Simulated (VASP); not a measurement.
Crystal: RbSi2.

```
Rb Si
1.0
     4.31197    0.00000    0.00000
     0.00000    4.31197    0.00000
     0.00000    0.00000    5.57514
Rb Si
1 2
Direct
  0.00000 0.00000 0.00000
  0.50000 0.50000 0.79058
  0.50000 0.50000 0.20942
```

* Program: VASP 6.6.1
* Task: relaxation of cell and atoms
* Functional: PBE
* Dispersion: D3(BJ)
* Potentials or basis: VASP PAW PBE potentials, release 64 (Rb_sv, Si)
* Cutoff: 600 eV
* k mesh: 12 × 12 × 8
* Occupations: gaussian, width 0.1 eV
* Spin: no spin polarisation

At the start: pressure 2.0 GPa; volume 34.55 Å³/atom.

Q: Where does the relaxation end?

A: Over 17 steps the energy falls by 600.4 meV/atom and the volume is 37.22 Å³/atom (+7.7 %); space group P4/mmm (No. 123, to 0.05 Å).

The path:
| step | energy change (eV) | largest force (eV/Å) | pressure (GPa) | volume (Å³) |
| --- | --- | --- | --- | --- |
| 1 | 0.0000 | 0.4066 | 1.96 | 103.66 |
| 2 | -0.9631 | 2.0341 | 2.88 | 108.92 |
| 3 | -0.9779 | 3.5693 | 3.52 | 109.79 |
| 4 | -1.4794 | 2.2139 | -0.18 | 119.88 |
| 5 | -1.6587 | 0.8754 | -0.90 | 130.26 |
| 6 | -1.6584 | 0.9301 | -0.93 | 129.86 |
| 7 | -1.7188 | 0.4744 | -1.30 | 125.93 |
| 8 | -1.7635 | 0.0343 | -1.53 | 119.35 |
| 9 | -1.7986 | 0.1601 | -0.23 | 113.38 |
| 10 | -1.7987 | 0.1722 | -0.14 | 113.03 |
| 11 | -1.8003 | 0.0912 | -0.09 | 112.62 |
| 12 | -1.8011 | 0.0239 | -0.01 | 112.05 |
| 13 | -1.8011 | 0.0199 | -0.02 | 112.07 |
| 14 | -1.8012 | 0.0127 | -0.05 | 112.00 |
| 15 | -1.8012 | 0.0110 | -0.06 | 111.98 |
| 16 | -1.8013 | 0.0023 | -0.03 | 111.77 |
| 17 | -1.8013 | 0.0026 | -0.01 | 111.65 |

Final structure:
```
Rb Si
1.0
     4.97003    0.00000    0.00000
     0.00000    4.97003    0.00000
     0.00000    0.00000    4.51994
Rb Si
1 2
Direct
  0.00000 0.00000 0.00000
  0.50000 0.50000 0.75129
  0.50000 0.50000 0.24871
```

Caveat: pairwise dispersion overbinds metals, which lowers pressure and volume.
